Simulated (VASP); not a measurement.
The system is ZnSe.

```
CELL_PARAMETERS angstrom
0.00000 2.83380 2.83380
2.83380 0.00000 2.83380
2.83380 2.83380 0.00000
ATOMIC_POSITIONS crystal
Zn 0.00000 0.00000 0.00000
Se 0.25000 0.25000 0.25000
```

```yaml
Program: VASP 6.6.1
Task: relaxation of cell and atoms
Functional: RPBE
Potentials_or_basis: VASP PAW PBE potentials, release 64 (Zn, Se)
Cutoff: 600 eV
k_mesh: 6 × 6 × 6
Occupations: gaussian, width 0.01 eV
Spin: no spin polarisation
```

At the start: pressure 4.6 GPa; volume 22.76 Å³/atom.

Question: Where does the relaxation end?

Answer: Over 3 steps the energy falls by 24.2 meV/atom and the volume is 24.57 Å³/atom (+8.0 %); space group F-43m (No. 216, to 0.1 Å) before and after.

The path:
```tsv
step	energy change (eV)	largest force (eV/Å)	pressure (GPa)	volume (Å³)
1	0.0000	0.0000	4.60	45.51
2	-0.0465	0.0000	-0.78	49.95
3	-0.0485	0.0000	0.01	49.13
```

Final structure:
```
Zn Se
1.0
     0.00000    2.90704    2.90704
     2.90704    0.00000    2.90704
     2.90704    2.90704    0.00000
Zn Se
1 1
Cartesian
  0.0000 0.0000 0.0000
  1.4535 1.4535 1.4535
```

Caveat: the PAW data sets were made with another functional, which shifts forces and pressure a little.
